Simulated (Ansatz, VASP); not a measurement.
Two plane-wave programs on C

The input INCAR:

```
PREC = Accurate
ENCUT = 520
EDIFF = 1E-6
ISMEAR = 0
SIGMA = 0.05
LREAL = False
LASPH = True
NELM = 60
ALGO = Normal
ISIF = 2
LWAVE = False
LCHARG = True
GGA = PE
LELF = True
LVHAR = True
NBANDS = 26
```

The input KPOINTS:

```
Automatic mesh
0
Gamma
  12 12 4
```

POSCAR

```
C
1.0
    2.5180642186      0.0000000000      0.0000000000
   -1.2590321093      2.1807075817      0.0000000000
    0.0000000000      0.0000000000      8.3046919353
C
8
Direct
   -0.0382790287     -0.0212774974      0.0929732494
    0.0382790287      0.0212774974      0.5929732494
    0.0382790287      0.0212774974      0.4070267506
   -0.0382790287     -0.0212774974      0.9070267506
    0.3019877926      0.6492431665      0.1555299995
    0.6980122074      0.3507568335      0.6555299995
    0.3646788741      0.6840901669      0.3444700005
    0.6353211259      0.3159098331      0.8444700005
```

Input for Ansatz:

```yaml
crystal:
  lattice:
    - [2.5180642186, 0.0, 0.0]
    - [-1.2590321093, 2.1807075817, 0.0]
    - [0.0, 0.0, 8.3046919353]
  atoms:
    - { symbol: C, position: [-0.0382790287, -0.0212774974, 0.0929732494] }
    - { symbol: C, position: [0.0382790287, 0.0212774974, 0.5929732494] }
    - { symbol: C, position: [0.0382790287, 0.0212774974, 0.4070267506] }
    - { symbol: C, position: [-0.0382790287, -0.0212774974, 0.9070267506] }
    - { symbol: C, position: [0.3019877926, 0.6492431665, 0.1555299995] }
    - { symbol: C, position: [0.6980122074, 0.3507568335, 0.6555299995] }
    - { symbol: C, position: [0.3646788741, 0.6840901669, 0.3444700005] }
    - { symbol: C, position: [0.6353211259, 0.3159098331, 0.8444700005] }
kpoints:
  mp_grid: { grid: [12, 12, 4] }
hamiltonian:
  xc: pbe
  pseudopotentials: { kind: paw, azcp: { folder: soft_1 } }
scf:
  occupations: { method: gaussian, width: 0.05 }
  mixing: { algorithm: anderson, beta: 0.05, ndim: 2 }
  n_extra_bands: 32
  initial_density: { chi_scale: 0.0 }
output:
  forces: true
  eigenvalues: true
  stress: true
```

Alike in both runs: task single point; functional PBE; k mesh 12 × 12 × 4; occupations gaussian, width 0.05 eV; no spin polarisation.

```csv
,VASP,Ansatz
version,VASP 6.6.1,Ansatz 0.2.0
potentials or method,"VASP PAW PBE potentials, release 64 (C)","scalar-relativistic, plane waves, PAW"
plane-wave cutoff (eV),520,420
valence electrons in the cell,32,32
```

|  | VASP | Ansatz | Ansatz less VASP |
| --- | --- | --- | --- |
| gap on the k mesh at the Fermi level (eV) | 4.51 | 4.52 | +0.009 |
| pressure (GPa) | 0.7 | 0.1 | -0.64 |
| traceless stress, the component that is largest in VASP (GPa) | -0.42 | -0.42 | -0.001 |
| rms of the force components (eV/Å) | 0.297 | 0.297 | 0.0000 |

Atom by atom the forces differ by 0.004 eV/Å (rms over components). The functional is the same, so the differences come from potentials, cutoffs and numerics.
